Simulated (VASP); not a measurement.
# CdBr3 (P4/mmm) in VASP: a series of runs, part 2 of 2

VASP 6.6.1. Earlier steps stand in the parts before.

## Step 3: Single point, PBE

This run uses another cell than the first one, of 40.81 Å³/atom.

The input, INCAR:

```
SYSTEM = CdBr3
ALGO = Normal ; EDIFF = 1E-6
ENCUT = 520 ; GGA = PE
ISIF = 2 ; ISMEAR = 0
LASPH = .TRUE. ; LCHARG = .TRUE.
LELF = .TRUE. ; LREAL = .FALSE.
LVHAR = .TRUE. ; LWAVE = .FALSE.
NBANDS = 24 ; NELM = 100
PREC = Accurate ; SIGMA = 0.1
```

The input, KPOINTS:

```
k-points
0
G
  4 4 2
  0 0 0
```

The input, POSCAR:

```
CdBr3
1.0
    3.9668818500      0.0000000000      0.0000000000
    0.0000000000      3.9668818500      0.0000000000
    0.0000000000      0.0000000000     10.3723755700
Cd Br
1 3
Direct
    0.0000000000      0.0000000000      0.0000000000
    0.5000000000      0.5000000000      0.7621681700
    0.0000000000      0.0000000000      0.5000000000
    0.5000000000      0.5000000000      0.2378318300
```

Potentials or basis: VASP PAW PBE potentials, release 64 (Cd, Br).

Launch:

```bash
cat potpaw_PBE.64/Cd/POTCAR potpaw_PBE.64/Br/POTCAR > POTCAR
mpirun -np 1 vasp_std > vasp.out
```

OUTCAR:

```text
SYSTEM = CdBr3
   EDIFF = 1E-6
   ENCUT = 520
   GGA = PE
   ISIF = 2
   ISMEAR = 0
   LASPH = .TRUE.
   LREAL = .FALSE.
   NELM = 100
   PREC = Accurate

 ion  position               nearest neighbor table
   1  0.000  0.000  0.000-
   2  0.500  0.500  0.762-
   3  0.000  0.000  0.500-
   4  0.500  0.500  0.238-

  LATTYP: Found a simple tetragonal cell.
 ALAT       =     3.9668818500
 C/A-ratio  =     2.6147427532

  Lattice vectors:

 A1 = (   3.9668818500,   0.0000000000,   0.0000000000)
 A2 = (   0.0000000000,   3.9668818500,   0.0000000000)
 A3 = (   0.0000000000,   0.0000000000,  10.3723755700)

Analysis of symmetry for initial positions (statically):
=====================================================================
 Subroutine PRICEL returns:
 Original cell was already a primitive cell.

 Routine SETGRP: Setting up the symmetry group for a
[... 154 lines left out ...]
  ext. energy  EPLUGINS =         0.00000000
  ---------------------------------------------------
  free energy    TOTEN  =        -3.99855956 eV

  energy without entropy =       -3.96425454  energy(sigma->0) =       -3.98140705

 E-fermi :  -1.6855     XC(G=0):  -7.4870

 val. band max:       -1.7121498188   @ k =   0.2500   0.0000   0.0000
 cond. band min:      -1.6588075356   @ k =   0.0000   0.0000   0.0000
 fundamental gap:      0.0533422833
 Fermi energy:        -1.6855003645

 k-point     1 :       0.0000    0.0000    0.0000
  band No.  band energies     occupation
      1     -14.9602      2.00000
      2     -14.8327      2.00000
      3     -14.5721      2.00000
      4     -10.0013      2.00000
      5      -9.8762      2.00000
      6      -9.8365      2.00000
[... 313 lines left out ...]
     23       6.6812      0.00000
     24       7.4323      0.00000

------------------------ aborting loop because EDIFF is reached ----------------------------------------

  FORCE on cell =-STRESS in cart. coord.  units (eV):
  Direction    XX          YY          ZZ          XY          YZ          ZX
  --------------------------------------------------------------------------------------
  -------------------------------------------------------------------------------------
  Total       -3.6840612     -3.6840612     -6.8150857      0.0000000      0.0000000      0.0000000
  in kB      -36.1626836    -36.1626836    -66.8967686      0.0000000      0.0000000      0.0000000
  external PRESSURE =     -46.4073786 kB  Pullay stress =       0.0000000 kB

 VOLUME and BASIS-vectors are now :
 -----------------------------------------------------------------------------
  energy-cutoff  :      520.00
  volume of cell :      163.22
      direct lattice vectors                 reciprocal lattice vectors
     3.966881850  0.000000000  0.000000000     0.252087165  0.000000000  0.000000000
     0.000000000  3.966881850  0.000000000     0.000000000  0.252087165  0.000000000
     0.000000000  0.000000000 10.372375570     0.000000000  0.000000000  0.096409930

 POSITION                                       TOTAL-FORCE (eV/Angst)
 -----------------------------------------------------------------------------------
      0.00000      0.00000      0.00000        -0.000000     -0.000000      0.000000
      1.98344      1.98344      7.90549         0.000000      0.000000      1.156033
      0.00000      0.00000      5.18619        -0.000000     -0.000000      0.000000
      1.98344      1.98344      2.46688        -0.000000      0.000000     -1.156033
 -----------------------------------------------------------------------------------
    total drift:                                0.000000      0.000000      0.000000

  FREE ENERGIE OF THE ION-ELECTRON SYSTEM (eV)
  ---------------------------------------------------
  free  energy   TOTEN  =        -3.9985595553 eV

  energy  without entropy=       -3.9642545411  energy(sigma->0) =       -3.98140705
```

stdout:

```text
POSCAR found type information on POSCAR CdBr
 POSCAR found :  2 types and       4 ions
 scaLAPACK will be used
 LDA part: xc-table for (Slater+PW92), standard interpolation
 POSCAR, INCAR and KPOINTS ok, starting setup
 FFT: planning ... GRIDC
 FFT: planning ... GRID_SOFT
 FFT: planning ... GRID
 WAVECAR not read
 entering main loop
```

Run time: 1.8 min. Hardware: 1 thread of Intel Xeon 8259CL, shared host; peak memory 0.26 GiB.

Results:

* Free energy: -3.9986 eV
* Pressure: -4.6 GPa
* Largest force: 1.156 eV/Å
* Band gap on the k mesh: zero (an odd number of electrons rules out a gap without spin polarisation)

Forces in eV/Å, atoms in the order of the input:
```
Cd   0.000  0.000  0.000
Br   0.000  0.000  1.156
Br   0.000  0.000  0.000
Br   0.000  0.000 -1.156
```

Stress tensor (GPa, compression positive):
```
-3.62  0.00  0.00
 0.00 -3.62  0.00
 0.00  0.00 -6.69
```

Caveat: the k points lie up to 0.40 Å⁻¹ apart, too coarse for converged energies and pressures of a metal; an odd number of electrons without spin polarisation forces a metal; a magnetic or distorted state may lie lower.

## Step 4: Single point, PBE

The input, INCAR:

```
SYSTEM = CdBr3
ALGO     = Normal         ! electronic algorithm
EDIFF    = 1E-6           ! SCF threshold, eV
ENCUT    = 520            ! plane-wave cutoff, eV
GGA      = PE             ! functional
ISIF     = 2              ! what is computed and relaxed
ISMEAR   = 0              ! smearing method
LASPH    = .TRUE.         ! aspherical terms in the spheres
LCHARG   = .FALSE.        ! write CHGCAR
LREAL    = .FALSE.        ! projectors in reciprocal space
LWAVE    = .FALSE.        ! write WAVECAR
NBANDS   = 24             ! bands
NELM     = 60             ! most SCF steps
PREC     = Accurate       ! precision mode
SIGMA    = 0.1            ! smearing width, eV
```

The input, KPOINTS:

```
k-points
0
G
  6 6 2
  0 0 0
```

The input, POSCAR:

```
CdBr3
1.0
    3.4379982055      0.0000000000      0.0000000000
    0.0000000000      3.4379982055      0.0000000000
    0.0000000000      0.0000000000     11.1682098610
Cd Br
1 3
Direct
    0.0000000000      0.0000000000      0.0000000000
    0.5000000000      0.5000000000      0.8457673780
    0.0000000000      0.0000000000      0.5000000000
    0.5000000000      0.5000000000      0.1542326220
```

Launch:

```bash
cat potpaw_PBE.64/Cd/POTCAR potpaw_PBE.64/Br/POTCAR > POTCAR
mpirun -np 1 vasp_std > vasp.out
```

Run time: 2 min. Hardware: 1 thread of Intel Xeon 8259CL, shared host; peak memory 0.27 GiB.

Results (log left out):

```
Free energy            : -6.4759 eV
Pressure               : 0.3 GPa
Largest force          : 0.044 eV/Å
Band gap on the k mesh : zero (an odd number of electrons rules out a gap without spin polarisation)
```

Forces on the atoms (eV/Å):
```
Cd   0.000  0.000  0.000
Br   0.000  0.000 -0.044
Br   0.000  0.000  0.000
Br   0.000  0.000  0.044
```

Stress tensor (GPa, compression positive):
```
0.41 0.00 0.00
0.00 0.41 0.00
0.00 0.00 0.17
```

Levels at points of the mesh, in eV from the Fermi level:
```
           k point  band 14  band 15  band 16  band 17  band 18  band 19
(0.00, 0.00, 0.00)    -0.21    -0.21     0.48     0.48     1.63     5.07
(0.50, 0.00, 0.00)    -0.52    -0.06    -0.04     0.80     2.18     5.23
(0.50, 0.50, 0.00)    -1.71    -1.61    -0.52    -0.06     0.79     4.37
(0.00, 0.00, 0.50)    -0.21    -0.21     0.48     0.48     1.76     4.92
(0.50, 0.00, 0.50)    -0.54    -0.06    -0.04     0.80     2.22     5.16
(0.50, 0.50, 0.50)    -1.70    -1.61    -0.52    -0.06     0.80     4.34
```

Caveat: this functional lacks dispersion, which binds layers or chains, so the pressure and a relaxed spacing across them are unreliable; an odd number of electrons without spin polarisation forces a metal; a magnetic or distorted state may lie lower.

## Step 5: Relaxation of cell and atoms, PBE

This run uses another cell than the first one, of 40.81 Å³/atom.

The input, INCAR:

```
  ALGO = Normal
  EDIFF = 1E-7
  EDIFFG = -0.04
  ENCUT = 600
  GGA = PE
  IBRION = 2
  ISIF = 3
  ISMEAR = 0
  LASPH = True
  LCHARG = False
  LREAL = False
  LWAVE = False
  NELM = 80
  NSW = 90
  PREC = Accurate
  SIGMA = 0.1
```

The input, KPOINTS:

```
k-points
0
Gamma
  4 4 2
```

The input, POSCAR:

```
CdBr3
1.0
    3.9668818500      0.0000000000      0.0000000000
    0.0000000000      3.9668818500      0.0000000000
    0.0000000000      0.0000000000     10.3723755700
Cd Br
1 3
Direct
    0.0000000000      0.0000000000      0.0000000000
    0.5000000000      0.5000000000      0.7621681700
    0.0000000000      0.0000000000      0.5000000000
    0.5000000000      0.5000000000      0.2378318300
```

Launch:

```bash
cat potpaw_PBE.64/Cd/POTCAR potpaw_PBE.64/Br/POTCAR > POTCAR
mpirun -np 1 vasp_std > vasp.out
```

Run time: 22 min. Hardware: 1 thread of Intel Xeon 8259CL, shared host; peak memory 0.33 GiB.

It converged, with:

```yaml
Free_energy: -6.5793 eV
Relaxed_volume: 31.64 Å³/atom
Relaxed_cell: a = 3.437 Å, b = 3.437 Å, c = 10.715 Å, α = 90.00°, β = 90.00°, γ = 90.00°
Space_group_after_relaxing_to_0.1_Å: P4/mmm (No. 123)
Energy_gained_by_relaxing: 645.3 meV/atom
Ionic_steps: 23
Pressure_after_relaxing: 0.1 GPa
Largest_force_after_relaxing: 0.024 eV/Å
Band_gap_on_the_k_mesh: zero (an odd number of electrons rules out a gap without spin polarisation)
```

Forces on the atoms (eV/Å):
```
Cd   0.000  0.000  0.000
Br   0.000  0.000  0.024
Br   0.000  0.000  0.000
Br   0.000  0.000 -0.024
```

Stress tensor (GPa, compression positive):
```
0.16 0.00 0.00
0.00 0.16 0.00
0.00 0.00 0.08
```

The path:
| step | energy change (eV) | largest force (eV/Å) | pressure (GPa) | volume (Å³) |
| --- | --- | --- | --- | --- |
| 1 | 0.0000 | 1.1557 | -4.66 | 163.22 |
| 2 | -1.0369 | 1.4148 | -4.99 | 136.71 |
| 3 | 0.0236 | 1.0336 | 30.80 | 73.87 |
| 4 | -1.6279 | 1.4466 | -3.53 | 117.37 |
| 5 | -1.6481 | 0.6248 | 9.06 | 88.21 |
| 6 | -1.9129 | 1.2836 | -0.28 | 103.70 |
| 7 | -1.9296 | 1.1629 | 1.55 | 99.28 |
| 8 | -2.0929 | 0.6715 | 2.00 | 99.63 |
| 9 | -2.1429 | 0.0524 | 2.76 | 99.94 |
| 10 | -2.2747 | 0.0971 | -0.17 | 109.00 |
| 11 | -2.2877 | 0.1460 | -1.53 | 115.48 |
| 12 | -2.4248 | 0.2012 | -1.31 | 117.02 |
| 13 | -2.5509 | 0.2625 | -0.05 | 118.64 |
| 14 | -2.5512 | 0.2647 | 0.02 | 118.68 |
| 15 | -2.5642 | 0.0515 | 0.47 | 119.25 |
| 16 | -2.5652 | 0.0280 | 0.64 | 119.45 |
| 17 | -2.5727 | 0.0195 | 0.04 | 123.20 |
| 18 | -2.5728 | 0.0182 | -0.05 | 123.82 |
| 19 | -2.5763 | 0.0510 | -0.16 | 125.01 |
| 20 | -2.5775 | 0.1225 | -0.27 | 126.30 |
| 21 | -2.5798 | 0.0789 | 0.02 | 126.12 |
| 22 | -2.5799 | 0.0644 | 0.12 | 126.06 |
| 23 | -2.5811 | 0.0239 | 0.13 | 126.54 |

Final structure:
```xyz
4
Lattice="3.4366 0.0000 0.0000 0.0000 3.4366 0.0000 0.0000 0.0000 10.7146" Properties=species:S:1:pos:R:3 pbc="T T T"
Cd    3.4366    0.0000    0.0000
Br    1.7183    1.7183    8.9837
Br    3.4366    0.0000    5.3573
Br    1.7183    1.7183    1.7309
```

Levels at points of the mesh, in eV from the Fermi level:
```csv
k point,band 14,band 15,band 16,band 17,band 18,band 19
"(0.00, 0.00, 0.00)",-0.25,-0.25,0.05,0.05,1.55,5.04
"(0.50, 0.00, 0.00)",-0.87,-0.10,-0.08,0.37,2.07,5.15
"(0.50, 0.50, 0.00)",-2.14,-1.66,-0.60,-0.47,0.73,4.48
"(0.00, 0.00, 0.50)",-0.26,-0.26,0.05,0.05,1.73,4.85
"(0.50, 0.00, 0.50)",-0.80,-0.10,-0.08,0.37,2.14,5.04
"(0.50, 0.50, 0.50)",-2.09,-1.66,-0.60,-0.48,0.74,4.45
```

Caveat: the k points lie up to 0.46 Å⁻¹ apart in the final cell, too coarse for converged energies and pressures of a metal; the volume moved by over 15 % at a fixed basis, so the end points are rough; this functional lacks dispersion, which binds layers or chains, so the pressure and a relaxed spacing across them are unreliable; an odd number of electrons without spin polarisation forces a metal; a magnetic or distorted state may lie lower.

## Step 6: Overview

| task | cell | k mesh | cutoff (eV) | gap on the mesh (eV) | pressure (GPa) | largest force (eV/Å) |
| --- | --- | --- | --- | --- | --- | --- |
| single point | a = 3.438, b = 3.438, c = 11.168 Å, 4 atoms, atomic positions A | 4 × 4 × 2 | 520 | none | 0.2 | 0.04 |
| single point | a = 3.967, b = 3.967, c = 10.372 Å, 4 atoms, atomic positions B | 4 × 4 × 2 | 520 | none | -4.6 | 1.16 |
| single point | a = 3.438, b = 3.438, c = 11.168 Å, 4 atoms, atomic positions A | 6 × 6 × 2 | 520 | none | 0.3 | 0.04 |
| relaxation of cell and atoms | relaxed from a = 3.967, b = 3.967, c = 10.372 Å, 4 atoms, atomic positions B | 4 × 4 × 2 | 600 | none | 0.1 | 0.02 |

Alike in all rows: level PBE; potentials or basis VASP PAW PBE potentials, release 64 (Cd, Br); no spin polarisation; smearing gaussian 0.1 eV.

Caveats: some runs use coarse meshes; an odd number of electrons without spin polarisation forces a metal; a magnetic or distorted state may lie lower; this functional lacks dispersion, which binds layers or chains, so the pressure and a relaxed spacing across them are unreliable (at least some runs); the volume moved by over 15 % at a fixed basis, so the end points are rough (at least some runs).

Total energies depend on the potentials used, so only differences within one code and one set of settings carry meaning.

The gap in the log of VASP goes by the Fermi energy; the results here count the filled bands.